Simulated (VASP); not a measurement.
# Cl (R-3m) in VASP: notebook

The runs below take Cl through single point, with PBE.

Everything below comes from runs of VASP 6.6.1. Logs are shortened: lines on timing, memory, paths and dates and some standing lists are left out, and cuts for length are marked.

## (1) The cell of the first run

The structure is trigonal, space group R-3m (No. 166). The conventional cell has a = 7.302 Å, b = 7.302 Å, c = 25.793 Å, α = 90.00°, β = 90.00°, γ = 120.00°. Within 2.7 Å of Cl (site symmetry m) lie 1 Cl at 2.01 Å. Within 3.5 Å of Cl (site symmetry m) lie 5 Cl at 2.67 to 3.28 Å.

## (2) Single point, PBE

The input, INCAR:

```
SYSTEM = Cl
ALGO     = Normal         ! electronic algorithm
EDIFF    = 1E-6           ! SCF threshold, eV
ENCUT    = 520            ! plane-wave cutoff, eV
GGA      = PE             ! functional
ISIF     = 2              ! what is computed and relaxed
ISMEAR   = 0              ! smearing method
LASPH    = .TRUE.         ! aspherical terms in the spheres
LCHARG   = .FALSE.        ! write CHGCAR
LREAL    = .FALSE.        ! projectors in reciprocal space
LWAVE    = .FALSE.        ! write WAVECAR
NBANDS   = 54             ! bands
NELM     = 100            ! most SCF steps
PREC     = Accurate       ! precision mode
SIGMA    = 0.1            ! smearing width, eV
```

The input, KPOINTS:

```
k-points
0
G
  6 6 6
  0 0 0
```

The input, POSCAR:

```
Cl
1.0
    3.6512038174      2.1080235068      8.5976026771
   -3.6512038174      2.1080235068      8.5976026771
    0.0000000000     -4.2160470136      8.5976026771
Cl
12
Direct
    0.0417766730      0.5330769287      0.0417766730
    0.0417766730      0.0417766730      0.5330769287
    0.5330769287      0.0417766730      0.0417766730
    0.9582233270      0.4669230713      0.9582233270
    0.4669230713      0.9582233270      0.9582233270
    0.9582233270      0.9582233270      0.4669230713
    0.2085115226      0.5767247301      0.2085115226
    0.2085115226      0.2085115226      0.5767247301
    0.5767247301      0.2085115226      0.2085115226
    0.7914884774      0.4232752699      0.7914884774
    0.4232752699      0.7914884774      0.7914884774
    0.7914884774      0.7914884774      0.4232752699
```

Potentials or basis: VASP PAW PBE potentials, release 64 (Cl).

Command:

```bash
$ cat potpaw_PBE.64/Cl/POTCAR > POTCAR
$ mpirun -np 1 vasp_std > vasp.out
```

OUTCAR:

```text
SYSTEM = Cl
   EDIFF = 1E-6
   ENCUT = 520
   GGA = PE
   ISIF = 2
   ISMEAR = 0
   LASPH = .TRUE.
   LREAL = .FALSE.
   NELM = 100
   PREC = Accurate

 ion  position               nearest neighbor table
   1  0.042  0.533  0.042-   4 2.01
   2  0.042  0.042  0.533-   6 2.01
   3  0.533  0.042  0.042-   5 2.01
   4  0.958  0.467  0.958-   1 2.01
   5  0.467  0.958  0.958-   3 2.01
   6  0.958  0.958  0.467-   2 2.01
   7  0.209  0.577  0.209-  11 2.67  12 2.67
   8  0.209  0.209  0.577-  10 2.67  11 2.67
   9  0.577  0.209  0.209-  10 2.67  12 2.67
  10  0.791  0.423  0.791-   9 2.67   8 2.67
  11  0.423  0.791  0.791-   7 2.67   8 2.67
  12  0.791  0.791  0.423-   7 2.67   9 2.67

  LATTYP: Found a trigonal (rhomboedric) cell.
 ALAT       =     9.5756892292
 COS(alpha) =     0.7092216530

  Lattice vectors:

 A1 = (   3.6512038174,   2.1080235068,   8.5976026771)
 A2 = (  -3.6512038174,   2.1080235068,   8.5976026771)
 A3 = (   0.0000000000,  -4.2160470136,   8.5976026771)

Analysis of symmetry for initial positions (statically):
=====================================================================
 Subroutine PRICEL returns:
 Original cell was already a primitive cell.

 Routine SETGRP: Setting up the symmetry group for a
 trigonal (rhombohedral) supercell.

 Subroutine GETGRP returns: Found 12 space group operations
 (whereof 12 operations were pure point group operations)
 out of a pool of 12 trial point group operations.

The static configuration has the point symmetry D_3d.

Analysis of symmetry for dynamics (positions and initial velocities):
=====================================================================
 Subroutine PRICEL returns:
 Original cell was already a primitive cell.

 Routine SETGRP: Setting up the symmetry group for a
 trigonal (rhombohedral) supercell.

 Subroutine GETGRP returns: Found 12 space group operations
 (whereof 12 operations were pure point group operations)
 out of a pool of 12 trial point group operations.

The dynamic configuration has the point symmetry D_3d.

 Subroutine INISYM returns: Found 12 space group operations
 (whereof 12 operations are pure point group operations),
 and found     1 'primitive' translations

----------------------------------------------------------------------------------------

                                     Primitive cell

  volume of cell :     397.0454

  direct lattice vectors                    reciprocal lattice vectors
     3.651203817  2.108023507  8.597602677     0.136941136  0.079063002  0.038770498
    -3.651203817  2.108023507  8.597602677    -0.136941136  0.079063002  0.038770498
     0.000000000 -4.216047014  8.597602677     0.000000000 -0.158126004  0.038770498

  length of vectors
     9.575689229  9.575689229  9.575689229     0.162809658  0.162809658  0.162809658

  position of ions in fractional coordinates (direct lattice)
     0.041776673  0.533076929  0.041776673
     0.041776673  0.041776673  0.533076929
     0.533076929  0.041776673  0.041776673
     0.958223327  0.466923071  0.958223327
     0.466923071  0.958223327  0.958223327
     0.958223327  0.958223327  0.466923071
     0.208511523  0.576724730  0.208511523
     0.208511523  0.208511523  0.576724730
     0.576724730  0.208511523  0.208511523
     0.791488477  0.423275270  0.791488477
     0.423275270  0.791488477  0.791488477
     0.791488477  0.791488477  0.423275270

  ion indices of the primitive-cell ions
   primitive index   ion index
                 1           1
                 2           2
                 3           3
                 4           4
                 5           5
                 6           6
                 7           7
                 8           8
                 9           9
                10          10
                11          11
                12          12

----------------------------------------------------------------------------------------

 KPOINTS: k-points

Automatic generation of k-mesh.
 Grid dimensions read from file:
 generate k-points for:    6    6    6

 Generating k-lattice:

  Cartesian coordinates                     Fractional coordinates (reciprocal lattice)
     0.022823523  0.013177167  0.006461750     0.166666667  0.000000000 -0.000000000
    -0.022823523  0.013177167  0.006461750     0.000000000  0.166666667 -0.000000000
     0.000000000 -0.026354334  0.006461750    -0.000000000 -0.000000000  0.166666667

  Length of vectors
     0.027134943  0.027134943  0.027134943

  Shift w.r.t. Gamma in fractional coordinates (k-lattice)
     0.000000000  0.000000000  0.000000000

 Subroutine IBZKPT returns following result:
 ===========================================

 Found     32 irreducible k-points:

 Following reciprocal coordinates:
            Coordinates               Weight
  0.000000  0.000000  0.000000      1.000000
  0.166667 -0.000000  0.000000      6.000000
  0.333333 -0.000000  0.000000      6.000000
  0.500000 -0.000000 -0.000000      3.000000
  0.166667  0.166667  0.000000      6.000000
  0.333333  0.166667 -0.000000     12.000000
[... 16 lines left out ...]
  0.500000  0.500000  0.166667      6.000000
 -0.333333  0.500000  0.166667     12.000000
 [... further k-points ...]
   k-points           NKPTS =     32   k-points in BZ     NKDIM =     32   number of bands    NBANDS=     54
   number of dos      NEDOS =    301   number of ions     NIONS =     12
   total plane-waves  NPLWV = 373248
   dimension x,y,z NGX =    72 NGY =   72 NGZ =   72
   dimension x,y,z NGXF=   144 NGYF=  144 NGZF=  144
   ions per type =              12
   NGX,Y,Z   is equivalent  to a cutoff of  12.50, 12.50, 12.50 a.u.
   NGXF,Y,Z  is equivalent  to a cutoff of  25.00, 25.00, 25.00 a.u.
 SYSTEM =  Cl
   PREC   = accura    normal or accurate (medium, high low for compatibility)
   ISTART =      0    job   : 0-new  1-cont  2-samecut
   ICHARG =      2    charge: 1-file 2-atom 10-const
   ISPIN  =      1    spin polarized calculation?
   LNONCOLLINEAR =      F non collinear calculations
   LSORBIT =      F    spin-orbit coupling
   LASPH  =      T    aspherical Exc in radial PAW
   ENCUT  =  520.0 eV  38.22 Ry    6.18 a.u.  17.80 17.80 17.80*2*pi/ulx,y,z
   NELM   =    100;   NELMIN=  2; NELMDL= -5     # of ELM steps
   EDIFF  = 0.1E-05   stopping-criterion for ELM
   LREAL  =      F    real-space projection
   EDIFFG = 0.1E-04   stopping-criterion for IOM
   NSW    =      0    number of steps for IOM
   IBRION =     -1    ionic relax: 0-MD 1-quasi-New 2-CG
   NFREE  =      0    steps in history (QN), initial steepest desc. (CG)
   ISIF   =      2    stress and relaxation
   ISYM   =      2    0-nonsym 1-usesym 2-fastsym
   POTIM  = 0.5000    time-step for ionic-motion
   TEBEG  =    0.0;   TEEND  =   0.0 temperature during run
   PSTRESS=    0.0 pullay stress
   NELECT =      84.0000    total number of electrons
   NUPDOWN=      -1.0000    fix difference up-down
   EMIN   =  10.00;   EMAX   =-10.00  energy-range for DOS
   EFERMI =   0.00;   METHOD = LEGACY
   ISMEAR =     0;   SIGMA  =   0.10  broadening in eV -4-tet -1-fermi 0-gaus
   EFERMI_NEDOS =   21; number of points for ismear=-14 and -15
   IALGO  =     38    algorithm
   IMIX   =      4    mixing-type and parameters
     AMIX     =   0.40;   BMIX     =  1.00
     AMIX_MAG =   1.60;   BMIX_MAG =  1.00
  volume/ion in A,a.u.               =      33.09       223.28
  Fermi-wavevector in a.u.,A,eV,Ry     =   0.975486  1.843402 12.946946  0.951574
  Thomas-Fermi vector in A             =   2.106030
   LORBIT       =      0    0 simple, 1 ext, 2 COOP (PROOUT), +10 PAW based schemes
   GGA     = PE    functional components
   LHFCALC =     F    Hartree Fock is set to
   AEXX    =    0.0000 exact exchange contribution
   IVDW    =     0    specifies the selected vdW correction
   LEPSILON=     F    determine dielectric tensor
   LRPA    =     F    only Hartree local field effects (RPA)
 non-spin polarized calculation
 Gauss-broadening in eV      SIGMA  =   0.10
  energy-cutoff  :      520.00
  volume of cell :      397.05
 maximum number of plane-waves:     10747
   NGX = 35   NGY = 35   NGZ = 35

 number of electron      84.0000005 magnetization

 Free energy of the ion-electron system (eV)
  ---------------------------------------------------
  ext. energy  EPLUGINS =         0.00000000
  ---------------------------------------------------
  free energy    TOTEN  =       -19.22117142 eV

  energy without entropy =      -19.18854030  energy(sigma->0) =      -19.20485586

 E-fermi :  -0.9926     XC(G=0):  -7.0375

 val. band max:       -1.0215537673   @ k =   0.0000   0.0000   0.0000
 cond. band min:      -0.8673994728   @ k =  -0.3333   0.5000   0.1667
 fundamental gap:      0.1541542945
 Fermi energy:        -0.9926469254

 k-point     1 :       0.0000    0.0000    0.0000
  band No.  band energies     occupation
      1     -17.8685      2.00000
      2     -17.6786      2.00000
      3     -17.6786      2.00000
      4     -16.9980      2.00000
      5     -15.5570      2.00000
      6     -15.5051      2.00000
[... 46 lines left out ...]
     53       7.2220      0.00000
     54       7.2353      0.00000

 k-point     2 :       0.1667   -0.0000    0.0000
  band No.  band energies     occupation
      1     -17.8574      2.00000
      2     -17.6901      2.00000
      3     -17.6787      2.00000
      4     -16.9437      2.00000
      5     -15.7555      2.00000
      6     -15.5360      2.00000
[... 46 lines left out ...]
     53       7.1543      0.00000
     54       7.3932      0.00000
[... 1195 lines left out ...]
     53       7.4074      0.00000
     54       7.5234      0.00000

 k-point    24 :      -0.3333    0.5000    0.1667
  band No.  band energies     occupation
      1     -17.8044      2.00000
      2     -17.7431      2.00000
      3     -17.6796      2.00000
      4     -16.6546      2.00000
      5     -16.2795      2.00000
      6     -15.8302      2.00000
[... 46 lines left out ...]
     53       7.2993      0.00000
     54       7.4949      0.00000

 [... further k-points ...]

------------------------ aborting loop because EDIFF is reached ----------------------------------------

  FORCE on cell =-STRESS in cart. coord.  units (eV):
  Direction    XX          YY          ZZ          XY          YZ          ZX
  --------------------------------------------------------------------------------------
  -------------------------------------------------------------------------------------
  Total       -0.1899458     -0.1899458     -1.1806419      0.0000000      0.0000000      0.0000000
  in kB       -0.7664786     -0.7664786     -4.7641851      0.0000000      0.0000000      0.0000000
  external PRESSURE =      -2.0990474 kB  Pullay stress =       0.0000000 kB

 VOLUME and BASIS-vectors are now :
 -----------------------------------------------------------------------------
  energy-cutoff  :      520.00
  volume of cell :      397.05
      direct lattice vectors                 reciprocal lattice vectors
     3.651203817  2.108023507  8.597602677     0.136941136  0.079063002  0.038770498
    -3.651203817  2.108023507  8.597602677    -0.136941136  0.079063002  0.038770498
     0.000000000 -4.216047014  8.597602677     0.000000000 -0.158126004  0.038770498

 POSITION                                       TOTAL-FORCE (eV/Angst)
 -----------------------------------------------------------------------------------
     -1.79384      1.03567      5.30154        -0.006977      0.004028     -0.188700
      0.00000     -2.07134      5.30154        -0.000000     -0.008056     -0.188700
      1.79384      1.03567      5.30154         0.006977      0.004028     -0.188700
      1.79384     -1.03567     20.49127         0.006977     -0.004028      0.188700
     -1.79384     -1.03567     20.49127        -0.006977     -0.004028      0.188700
      0.00000      2.07134     20.49127        -0.000000      0.008056      0.188700
     -1.34442      0.77620      8.54385         0.002726     -0.001574      0.004181
      0.00000     -1.55240      8.54385        -0.000000      0.003148      0.004181
      1.34442      0.77620      8.54385        -0.002726     -0.001574      0.004181
      1.34442     -0.77620     17.24896        -0.002726      0.001574     -0.004181
     -1.34442     -0.77620     17.24896         0.002726      0.001574     -0.004181
      0.00000      1.55240     17.24896        -0.000000     -0.003148     -0.004181
 -----------------------------------------------------------------------------------
    total drift:                               -0.000000      0.000000      0.000000

  FREE ENERGIE OF THE ION-ELECTRON SYSTEM (eV)
  ---------------------------------------------------
  free  energy   TOTEN  =       -19.2211714204 eV

  energy  without entropy=      -19.1885403008  energy(sigma->0) =      -19.20485586
```

Wall time 51 min (1 thread of Intel Xeon 8259CL, shared host); peak memory 1 GiB.

Results:

```
Free energy            : -19.2212 eV
Pressure               : -0.2 GPa
Largest force          : 0.189 eV/Å
Band gap on the k mesh : zero (bands 42 and 43 overlap by 0.10 eV)
```

Forces in eV/Å, atoms in the order of the input:
```
Cl  -0.007  0.004 -0.189
Cl   0.000 -0.008 -0.189
Cl   0.007  0.004 -0.189
Cl   0.007 -0.004  0.189
Cl  -0.007 -0.004  0.189
Cl   0.000  0.008  0.189
Cl   0.003 -0.002  0.004
Cl   0.000  0.003  0.004
Cl  -0.003 -0.002  0.004
Cl  -0.003  0.002 -0.004
Cl   0.003  0.002 -0.004
Cl   0.000 -0.003 -0.004
```

## (3) Single point, PBE

This run uses another cell than the first one, of 30.28 Å³/atom.

The input, INCAR:

```
PREC = Accurate
ENCUT = 520
EDIFF = 1E-6
ISMEAR = 0
SIGMA = 0.1
LREAL = F
LASPH = T
NELM = 80
ALGO = Normal
ISIF = 2
LWAVE = F
LCHARG = T
GGA = PE
LELF = T
LVHAR = T
NBANDS = 54
```

The input, KPOINTS:

```
Automatic mesh
0
Gamma
  3 3 3
```

The input, POSCAR:

```
Cl
1.0
    3.9471627711      2.2788954885      6.7314999233
   -3.9471627711      2.2788954885      6.7314999233
    0.0000000000     -4.5577909767      6.7314999233
Cl
12
Direct
    0.0101900000      0.6536100000      0.0101900000
    0.0101900000      0.0101900000      0.6536100000
    0.6536100000      0.0101900000      0.0101900000
    0.9898100000      0.3463900000      0.9898100000
    0.3463900000      0.9898100000      0.9898100000
    0.9898100000      0.9898100000      0.3463900000
    0.2211800000      0.6306000000      0.2211800000
    0.2211800000      0.2211800000      0.6306000000
    0.6306000000      0.2211800000      0.2211800000
    0.7788200000      0.3694000000      0.7788200000
    0.3694000000      0.7788200000      0.7788200000
    0.7788200000      0.7788200000      0.3694000000
```

Potentials or basis: VASP PAW PBE potentials, release 64 (Cl).

Command:

```bash
$ cat potpaw_PBE.64/Cl/POTCAR > POTCAR
$ mpirun -np 1 vasp_std > vasp.out
```

Run time: 67 s. Hardware: 1 thread of Intel Xeon 6975P-C (Granite Rapids), shared host; peak memory 0.49 GiB.

Results (log left out):

| Quantity | Value |
| --- | --- |
| Free energy | -11.6952 eV |
| Pressure | 0.5 GPa |
| Largest force | 1.453 eV/Å |
| Band gap on the k mesh | zero (bands 42 and 43 overlap by 0.21 eV) |

Forces on the atoms (eV/Å):
```
Cl   0.874 -0.505 -1.045
Cl   0.000  1.010 -1.045
Cl  -0.874 -0.505 -1.045
Cl  -0.874  0.505  1.045
Cl   0.874  0.505  1.045
Cl   0.000 -1.010  1.045
Cl   0.473 -0.273 -0.084
Cl   0.000  0.546 -0.084
Cl  -0.473 -0.273 -0.084
Cl  -0.473  0.273  0.084
Cl   0.473  0.273  0.084
Cl   0.000 -0.546  0.084
```

Stress tensor (GPa, compression positive):
```
 1.07  0.00  0.00
 0.00  1.07  0.00
 0.00  0.00 -0.76
```

Levels at points of the mesh, in eV from the Fermi level:
```tsv
k point	band 40	band 41	band 42	band 43	band 44	band 45
(0.00, 0.00, 0.00)	-0.46	-0.40	-0.16	-0.16	0.40	0.40
```

Caveat: forces of over 1 eV/Å act on the atoms, so gaps and moduli don't describe the material at rest.

## (4) Single point, PBE

This run uses another cell than the first one, of 32.12 Å³/atom.

The input, INCAR:

```
SYSTEM = Cl
  PREC = Accurate
  ENCUT = 520
  EDIFF = 1E-6
  ISMEAR = 0
  SIGMA = 0.1
  LREAL = .FALSE.
  LASPH = .TRUE.
  NELM = 60
  ALGO = Normal
  ISIF = 2
  LWAVE = .FALSE.
  LCHARG = .FALSE.
  GGA = PE
  NBANDS = 54
```

The input, KPOINTS:

```
Automatic mesh
0
G
  3 3 3
  0 0 0
```

The input, POSCAR:

```
Cl
1.0
    3.6611420490      2.1137613476      8.3008000821
   -3.6611420490      2.1137613476      8.3008000821
    0.0000000000     -4.2275226950      8.3008000821
Cl
12
Direct
    0.0445900865      0.5318538848      0.0445900865
    0.0445900865      0.0445900865      0.5318538848
    0.5318538848      0.0445900865      0.0445900865
    0.9554099135      0.4681461152      0.9554099135
    0.4681461152      0.9554099135      0.9554099135
    0.9554099135      0.9554099135      0.4681461152
    0.2084965426      0.5783150155      0.2084965426
    0.2084965426      0.2084965426      0.5783150155
    0.5783150155      0.2084965426      0.2084965426
    0.7915034574      0.4216849845      0.7915034574
    0.4216849845      0.7915034574      0.7915034574
    0.7915034574      0.7915034574      0.4216849845
```

Command:

```bash
$ cat potpaw_PBE.64/Cl/POTCAR > POTCAR
$ mpirun -np 1 vasp_std > vasp.out
```

Wall time 2.4 min (1 thread of Intel Xeon 6975P-C (Granite Rapids), shared host); peak memory 0.7 GiB.

It converged, with:

```yaml
Free_energy: -19.2496 eV
Pressure: -0.2 GPa
Largest_force: 0.213 eV/Å
Band_gap_on_the_k_mesh: 0.03 eV (least direct gap 0.24 eV)
```

Forces in eV/Å, atoms in the order of the input:
```
Cl  -0.012  0.007 -0.212
Cl   0.000 -0.014 -0.212
Cl   0.012  0.007 -0.212
Cl   0.012 -0.007  0.212
Cl  -0.012 -0.007  0.212
Cl   0.000  0.014  0.212
Cl   0.008 -0.005 -0.004
Cl   0.000  0.010 -0.004
Cl  -0.008 -0.005 -0.004
Cl  -0.008  0.005  0.004
Cl   0.008  0.005  0.004
Cl   0.000 -0.010  0.004
```

Stress tensor (GPa, compression positive):
```
-0.07  0.00  0.00
 0.00 -0.07  0.00
 0.00  0.00 -0.32
```

Levels at points of the mesh, in eV from the valence-band top:
| k point | band 38 | band 39 | band 40 | band 41 | band 42 | band 43 | band 44 | band 45 | band 46 | band 47 |
| --- | --- | --- | --- | --- | --- | --- | --- | --- | --- | --- |
| (0.00, 0.00, 0.00) | -0.65 | -0.65 | -0.19 | 0.00 | 0.00 | 0.46 | 0.46 | 1.60 | 2.57 | 2.69 |

Caveat: an odd mesh through Γ misses points on the zone boundary, where band edges can lie.

## (5) The runs side by side

```tsv
cell	k mesh	gap on the mesh (eV)	pressure (GPa)	largest force (eV/Å)
a = 9.576 Å, angles 44.8°, 12 atoms, atomic positions A	6 × 6 × 6	none	-0.2	0.19
a = 8.129 Å, angles 58.1°, 12 atoms, atomic positions B	3 × 3 × 3	none	0.5	1.45
a = 9.315 Å, angles 46.3°, 12 atoms, atomic positions C	3 × 3 × 3	0.03	-0.2	0.21
```

Alike in all rows: task single point; level PBE; potentials or basis VASP PAW PBE potentials, release 64 (Cl); no spin polarisation; cutoff (eV) 520; smearing gaussian 0.1 eV.

Caveats: forces of over 1 eV/Å act on the atoms, so gaps and moduli don't describe the material at rest (at least some runs); an odd mesh through Γ misses points on the zone boundary, where band edges can lie (at least some runs).

Absolute energies hang on the potentials; compare differences alone.
